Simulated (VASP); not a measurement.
# PbS (Fm-3m) in VASP: a series of runs

PbS is run at these levels: PBE; tasks: single point.

All numbers are computed with VASP 6.6.1; they aren't measurements. Logs are shortened: lines on timing, memory, paths and dates and some standing lists are left out, and cuts for length are marked.

### 1 The cell of the first run

The structure is cubic, space group Fm-3m (No. 225). The conventional cell has a = 5.897 Å, b = 5.897 Å, c = 5.897 Å, α = 90.00°, β = 90.00°, γ = 90.00°. Pb (site symmetry m-3m) has 6 S at 2.95 Å within 3.9 Å. Within 3.9 Å of S (site symmetry m-3m) lie 6 Pb at 2.95 Å.

### 2 Single point, PBE (volume scaled by 0.945)

Input file INCAR:

```
PREC     = Accurate       # precision mode
ENCUT    = 520            # plane-wave cutoff, eV
EDIFF    = 1E-6           # SCF threshold, eV
ISMEAR   = 0              # smearing method
SIGMA    = 0.05           # smearing width, eV
LREAL    = False          # projectors in reciprocal space
LASPH    = True           # aspherical terms in the spheres
NELM     = 80             # most SCF steps
ALGO     = Normal         # electronic algorithm
ISIF     = 2              # what is computed and relaxed
LWAVE    = False          # write WAVECAR
LCHARG   = False          # write CHGCAR
GGA      = PE             # functional
NBANDS   = 17             # bands
```

Input file KPOINTS:

```
regular mesh
0
Gamma
  10 10 10
```

Input file POSCAR:

```
PbS
1.0
    0.0000000000      2.9484067890      2.9484067890
    2.9484067890      0.0000000000      2.9484067890
    2.9484067890      2.9484067890      0.0000000000
Pb S
1 1
Direct
    0.5000000000      0.5000000000      0.5000000000
    0.0000000000      0.0000000000      0.0000000000
```

Potentials or basis: VASP PAW PBE potentials, release 64 (Pb_d, S).

Launch:

```
$ cat potpaw_PBE.64/Pb_d/POTCAR potpaw_PBE.64/S/POTCAR > POTCAR
$ mpirun -np 1 vasp_std > vasp.out
```

OUTCAR:

```text
PREC = Accurate
   ENCUT = 520
   EDIFF = 1E-6
   ISMEAR = 0
   LREAL = False
   LASPH = True
   NELM = 80
   ISIF = 2
   GGA = PE

 ion  position               nearest neighbor table
   1  0.500  0.500  0.500-   2 2.95   2 2.95   2 2.95   2 2.95   2 2.95   2 2.95
   2  0.000  0.000  0.000-   1 2.95   1 2.95   1 2.95   1 2.95   1 2.95   1 2.95

  LATTYP: Found a face centered cubic cell.
 ALAT       =     5.8968135780

  Lattice vectors:

 A1 = (   0.0000000000,   2.9484067890,   2.9484067890)
 A2 = (   2.9484067890,   0.0000000000,   2.9484067890)
 A3 = (   2.9484067890,   2.9484067890,   0.0000000000)

Analysis of symmetry for initial positions (statically):
=====================================================================
 Subroutine PRICEL returns:
 Original cell was already a primitive cell.

 Routine SETGRP: Setting up the symmetry group for a
 face centered cubic supercell.

 Subroutine GETGRP returns: Found 48 space group operations
 (whereof 48 operations were pure point group operations)
 out of a pool of 48 trial point group operations.

The static configuration has the point symmetry O_h .

Analysis of symmetry for dynamics (positions and initial velocities):
=====================================================================
 Subroutine PRICEL returns:
 Original cell was already a primitive cell.

 Routine SETGRP: Setting up the symmetry group for a
 face centered cubic supercell.

 Subroutine GETGRP returns: Found 48 space group operations
 (whereof 48 operations were pure point group operations)
 out of a pool of 48 trial point group operations.

The dynamic configuration has the point symmetry O_h .

 Subroutine INISYM returns: Found 48 space group operations
 (whereof 48 operations are pure point group operations),
 and found     1 'primitive' translations

----------------------------------------------------------------------------------------

                                     Primitive cell

  volume of cell :      51.2616

  direct lattice vectors                    reciprocal lattice vectors
     0.000000000  2.948406789  2.948406789    -0.169583112  0.169583112  0.169583112
     2.948406789  0.000000000  2.948406789     0.169583112 -0.169583112  0.169583112
     2.948406789  2.948406789  0.000000000     0.169583112  0.169583112 -0.169583112

  length of vectors
     4.169676868  4.169676868  4.169676868     0.293726567  0.293726567  0.293726567

  position of ions in fractional coordinates (direct lattice)
     0.500000000  0.500000000  0.500000000
     0.000000000  0.000000000  0.000000000

  ion indices of the primitive-cell ions
   primitive index   ion index
                 1           1
                 2           2

----------------------------------------------------------------------------------------

 KPOINTS: regular mesh

Automatic generation of k-mesh.
 Grid dimensions read from file:
 generate k-points for:   10   10   10

 Generating k-lattice:

  Cartesian coordinates                     Fractional coordinates (reciprocal lattice)
    -0.016958311  0.016958311  0.016958311     0.100000000  0.000000000  0.000000000
     0.016958311 -0.016958311  0.016958311     0.000000000  0.100000000  0.000000000
     0.016958311  0.016958311 -0.016958311     0.000000000  0.000000000  0.100000000

  Length of vectors
     0.029372657  0.029372657  0.029372657

  Shift w.r.t. Gamma in fractional coordinates (k-lattice)
     0.000000000  0.000000000  0.000000000

 Subroutine IBZKPT returns following result:
 ===========================================

 Found     47 irreducible k-points:

 Following reciprocal coordinates:
            Coordinates               Weight
  0.000000  0.000000  0.000000      1.000000
  0.100000  0.000000  0.000000      8.000000
  0.200000  0.000000  0.000000      8.000000
  0.300000  0.000000  0.000000      8.000000
  0.400000  0.000000  0.000000      8.000000
  0.500000  0.000000  0.000000      4.000000
[... 16 lines left out ...]
  0.300000  0.300000  0.000000      6.000000
  0.400000  0.300000  0.000000     24.000000
 [... further k-points ...]
   k-points           NKPTS =     47   k-points in BZ     NKDIM =     47   number of bands    NBANDS=     17
   number of dos      NEDOS =    301   number of ions     NIONS =      2
   total plane-waves  NPLWV =  32768
   dimension x,y,z NGX =    32 NGY =   32 NGZ =   32
   dimension x,y,z NGXF=    64 NGYF=   64 NGZF=   64
   ions per type =               1   1
   NGX,Y,Z   is equivalent  to a cutoff of  12.76, 12.76, 12.76 a.u.
   NGXF,Y,Z  is equivalent  to a cutoff of  25.52, 25.52, 25.52 a.u.
 SYSTEM =  unknown system
   PREC   = accura    normal or accurate (medium, high low for compatibility)
   ISTART =      0    job   : 0-new  1-cont  2-samecut
   ICHARG =      2    charge: 1-file 2-atom 10-const
   ISPIN  =      1    spin polarized calculation?
   LNONCOLLINEAR =      F non collinear calculations
   LSORBIT =      F    spin-orbit coupling
   LASPH  =      T    aspherical Exc in radial PAW
   ENCUT  =  520.0 eV  38.22 Ry    6.18 a.u.   7.75  7.75  7.75*2*pi/ulx,y,z
   NELM   =     80;   NELMIN=  2; NELMDL= -5     # of ELM steps
   EDIFF  = 0.1E-05   stopping-criterion for ELM
   LREAL  =      F    real-space projection
   EDIFFG = 0.1E-04   stopping-criterion for IOM
   NSW    =      0    number of steps for IOM
   IBRION =     -1    ionic relax: 0-MD 1-quasi-New 2-CG
   NFREE  =      0    steps in history (QN), initial steepest desc. (CG)
   ISIF   =      2    stress and relaxation
   ISYM   =      2    0-nonsym 1-usesym 2-fastsym
   POTIM  = 0.5000    time-step for ionic-motion
   TEBEG  =    0.0;   TEEND  =   0.0 temperature during run
   PSTRESS=    0.0 pullay stress
   NELECT =      20.0000    total number of electrons
   NUPDOWN=      -1.0000    fix difference up-down
   EMIN   =  10.00;   EMAX   =-10.00  energy-range for DOS
   EFERMI =   0.00;   METHOD = LEGACY
   ISMEAR =     0;   SIGMA  =   0.05  broadening in eV -4-tet -1-fermi 0-gaus
   EFERMI_NEDOS =   21; number of points for ismear=-14 and -15
   IALGO  =     38    algorithm
   IMIX   =      4    mixing-type and parameters
     AMIX     =   0.40;   BMIX     =  1.00
     AMIX_MAG =   1.60;   BMIX_MAG =  1.00
  volume/ion in A,a.u.               =      25.63       172.97
  Fermi-wavevector in a.u.,A,eV,Ry     =   1.196247  2.260579 19.470022  1.431006
  Thomas-Fermi vector in A             =   2.332192
   LORBIT       =      0    0 simple, 1 ext, 2 COOP (PROOUT), +10 PAW based schemes
   GGA     = PE    functional components
   LHFCALC =     F    Hartree Fock is set to
   AEXX    =    0.0000 exact exchange contribution
   IVDW    =     0    specifies the selected vdW correction
   LEPSILON=     F    determine dielectric tensor
   LRPA    =     F    only Hartree local field effects (RPA)
 non-spin polarized calculation
 Gauss-broadening in eV      SIGMA  =   0.05
  energy-cutoff  :      520.00
  volume of cell :       51.26
 maximum number of plane-waves:      1411
   NGX = 15   NGY = 15   NGZ = 15

 number of electron      19.9999996 magnetization

 Free energy of the ion-electron system (eV)
  ---------------------------------------------------
  ext. energy  EPLUGINS =         0.00000000
  ---------------------------------------------------
  free energy    TOTEN  =        -8.73969914 eV

  energy without entropy =       -8.73969911  energy(sigma->0) =       -8.73969913

 E-fermi :   6.2273     XC(G=0):  -9.7652

 val. band max:        6.0787430966   @ k =   0.5000   0.0000   0.0000
 cond. band min:       6.3758940720   @ k =   0.5000   0.0000   0.0000
 fundamental gap:      0.2971509754
 Fermi energy:         6.2273217233

 k-point     1 :       0.0000    0.0000    0.0000
  band No.  band energies     occupation
      1     -10.7976      2.00000
      2     -10.7976      2.00000
      3     -10.7976      2.00000
      4     -10.7815      2.00000
      5     -10.7815      2.00000
      6      -7.7015      2.00000
[... 9 lines left out ...]
     16      12.7413      0.00000
     17      14.6623      0.00000

 k-point     2 :       0.1000    0.0000    0.0000
  band No.  band energies     occupation
      1     -10.7971      2.00000
      2     -10.7951      2.00000
      3     -10.7951      2.00000
      4     -10.7825      2.00000
      5     -10.7825      2.00000
      6      -7.6133      2.00000
[... 9 lines left out ...]
     16      13.0009      0.00000
     17      15.5221      0.00000

 k-point     3 :       0.2000    0.0000    0.0000
  band No.  band energies     occupation
      1     -10.7978      2.00000
      2     -10.7978      2.00000
      3     -10.7960      2.00000
      4     -10.7759      2.00000
      5     -10.7759      2.00000
      6      -7.3603      2.00000
[... 9 lines left out ...]
     16      13.5823      0.00000
     17      17.1483      0.00000

 k-point     4 :       0.3000    0.0000    0.0000
  band No.  band energies     occupation
      1     -10.8068      2.00000
      2     -10.8068      2.00000
      3     -10.7952      2.00000
      4     -10.7619      2.00000
      5     -10.7619      2.00000
      6      -6.9854      2.00000
[... 9 lines left out ...]
     16      14.4351      0.00000
     17      18.5429      0.00000
[... 343 lines left out ...]
      1     -10.8146      2.00000
      2     -10.8008      2.00000
      3     -10.7907      2.00000
      4     -10.7735      2.00000
      5     -10.7613      2.00000
      6      -6.8472      2.00000
[... 9 lines left out ...]
     16      15.9703      0.00000
     17      16.3271      0.00000

 k-point    23 :       0.3000    0.3000    0.0000
  band No.  band energies     occupation
      1     -10.8749      2.00000
      2     -10.8155      2.00000
      3     -10.7634      2.00000
      4     -10.7556      2.00000
      5     -10.7556      2.00000
      6      -6.7066      2.00000
[... 9 lines left out ...]
     16      16.7209      0.00000
     17      16.9555      0.00000

 k-point    24 :       0.4000    0.3000    0.0000
  band No.  band energies     occupation
      1     -10.8974      2.00000
      2     -10.8155      2.00000
      3     -10.7664      2.00000
      4     -10.7488      2.00000
      5     -10.7438      2.00000
      6      -6.4006      2.00000
[... 9 lines left out ...]
     16      17.1362      0.00000
     17      17.7120      0.00000

 [... further k-points ...]
[... 5 lines left out ...]
  --------------------------------------------------------------------------------------
  -------------------------------------------------------------------------------------
  Total        1.0528564      1.0528564      1.0528564      0.0000000      0.0000000      0.0000000
  in kB       32.9069423     32.9069423     32.9069423      0.0000000      0.0000000      0.0000000
  external PRESSURE =      32.9069423 kB  Pullay stress =       0.0000000 kB

 VOLUME and BASIS-vectors are now :
 -----------------------------------------------------------------------------
  energy-cutoff  :      520.00
  volume of cell :       51.26
      direct lattice vectors                 reciprocal lattice vectors
     0.000000000  2.948406789  2.948406789    -0.169583112  0.169583112  0.169583112
     2.948406789  0.000000000  2.948406789     0.169583112 -0.169583112  0.169583112
     2.948406789  2.948406789  0.000000000     0.169583112  0.169583112 -0.169583112

 POSITION                                       TOTAL-FORCE (eV/Angst)
 -----------------------------------------------------------------------------------
      2.94841      2.94841      2.94841        -0.000000     -0.000000      0.000000
      0.00000      0.00000      0.00000         0.000000      0.000000      0.000000
 -----------------------------------------------------------------------------------
    total drift:                                0.000000     -0.000000      0.000000

  FREE ENERGIE OF THE ION-ELECTRON SYSTEM (eV)
  ---------------------------------------------------
  free  energy   TOTEN  =        -8.7396991428 eV

  energy  without entropy=       -8.7396991098  energy(sigma->0) =       -8.73969913
```

Run time: 19 s. Hardware: 1 thread of AMD EPYC 9R45 (Zen 5), shared host; peak memory 0.16 GiB.

Results:

```
Free energy            : -8.7397 eV
Pressure               : 3.3 GPa
Band gap on the k mesh : 0.30 eV, direct
```

Caveat: the cell differs from its parent crystal (volume scaled by 0.945); spin-orbit coupling is left out, which moves the levels of the heavy elements. A k mesh can miss the band edges.

### 3 Single point, PBE (volume scaled by 0.960)

Input file INCAR:

```
SYSTEM = PbS
PREC     = Accurate       ! precision mode
ENCUT    = 520            ! plane-wave cutoff, eV
EDIFF    = 1E-6           ! SCF threshold, eV
ISMEAR   = 0              ! smearing method
SIGMA    = 0.05           ! smearing width, eV
LREAL    = .False.        ! projectors in reciprocal space
LASPH    = .True.         ! aspherical terms in the spheres
NELM     = 100            ! most SCF steps
ALGO     = Normal         ! electronic algorithm
ISIF     = 2              ! what is computed and relaxed
LWAVE    = .False.        ! write WAVECAR
LCHARG   = .False.        ! write CHGCAR
GGA      = PE             ! functional
NBANDS   = 17             ! bands
```

Input file KPOINTS:

```
Automatic mesh
0
Gamma
  10 10 10
  0 0 0
```

Input file POSCAR:

```
PbS
1.0
    0.0000000000      2.9639250053      2.9639250053
    2.9639250053      0.0000000000      2.9639250053
    2.9639250053      2.9639250053      0.0000000000
Pb S
1 1
Direct
    0.5000000000      0.5000000000      0.5000000000
    0.0000000000      0.0000000000      0.0000000000
```

Potentials or basis: VASP PAW PBE potentials, release 64 (Pb_d, S).

Launch:

```
$ cat potpaw_PBE.64/Pb_d/POTCAR potpaw_PBE.64/S/POTCAR > POTCAR
$ mpirun -np 1 vasp_std > vasp.out
```

Run time: 18 s. Hardware: 1 thread of AMD EPYC 9R45 (Zen 5), shared host; peak memory 0.17 GiB.

It converged, with:

* Free energy: -8.7542 eV
* Pressure: 2.3 GPa
* Band gap on the k mesh: 0.36 eV, direct

Levels at points of the mesh, in eV from the valence-band top:
| k point | band 7 | band 8 | band 9 | band 10 | band 11 | band 12 | band 13 | band 14 |
| --- | --- | --- | --- | --- | --- | --- | --- | --- |
| (0.00, 0.00, 0.00) | -6.04 | -2.18 | -2.18 | -2.18 | 5.22 | 5.22 | 5.22 | 6.72 |
| (0.50, 0.00, 0.00) | -8.86 | -1.79 | -1.79 | 0.00 | 0.36 | 1.96 | 1.96 | 8.66 |
| (0.50, 0.50, 0.00) | -7.21 | -5.22 | -3.46 | -3.46 | 3.85 | 5.58 | 5.69 | 5.69 |

Caveat: the cell differs from its parent crystal (volume scaled by 0.960); spin-orbit coupling is left out, which moves the levels of the heavy elements. A k mesh can miss the band edges.

### 4 Single point, PBE

This run uses another cell than the first one, of 26.33 Å³/atom, 1.027 times its volume.

Input file INCAR:

```
SYSTEM = PbS
  PREC = Accurate
  ENCUT = 520
  EDIFF = 1E-6
  ISMEAR = 0
  SIGMA = 0.05
  LREAL = .FALSE.
  LASPH = .TRUE.
  NELM = 60
  ALGO = Normal
  ISIF = 2
  LWAVE = .FALSE.
  LCHARG = .FALSE.
  GGA = PE
  NBANDS = 17
```

Input file KPOINTS:

```
regular mesh
0
G
  10 10 10
  0 0 0
```

Input file POSCAR:

```
PbS
1.0
    0.0000000000      2.9748517449      2.9748517449
    2.9748517449      0.0000000000      2.9748517449
    2.9748517449      2.9748517449      0.0000000000
Pb S
1 1
Direct
    0.5000000000      0.5000000000      0.5000000000
    0.0000000000      0.0000000000      0.0000000000
```

Launch:

```
$ cat potpaw_PBE.64/Pb_d/POTCAR potpaw_PBE.64/S/POTCAR > POTCAR
$ mpirun -np 1 vasp_std > vasp.out
```

Run time: 18 s. Hardware: 1 thread of AMD EPYC 9R45 (Zen 5), shared host; peak memory 0.16 GiB.

The run converged. Its results:

- Free energy: -8.7614 eV
- Pressure: 1.6 GPa
- Band gap on the k mesh: 0.40 eV, direct

Levels at points of the mesh, in eV from the valence-band top:
```
           k point  band 8  band 9  band 10  band 11  band 12  band 13
(0.00, 0.00, 0.00)   -2.12   -2.12    -2.12     5.19     5.19     5.19
(0.50, 0.00, 0.00)   -1.73   -1.73     0.00     0.40     1.99     1.99
(0.50, 0.50, 0.00)   -5.11   -3.37    -3.37     3.91     5.55     5.66
```

Caveat: spin-orbit coupling is left out, which moves the levels of the heavy elements. A k mesh can miss the band edges.

(Continued in part 2 of 2.)
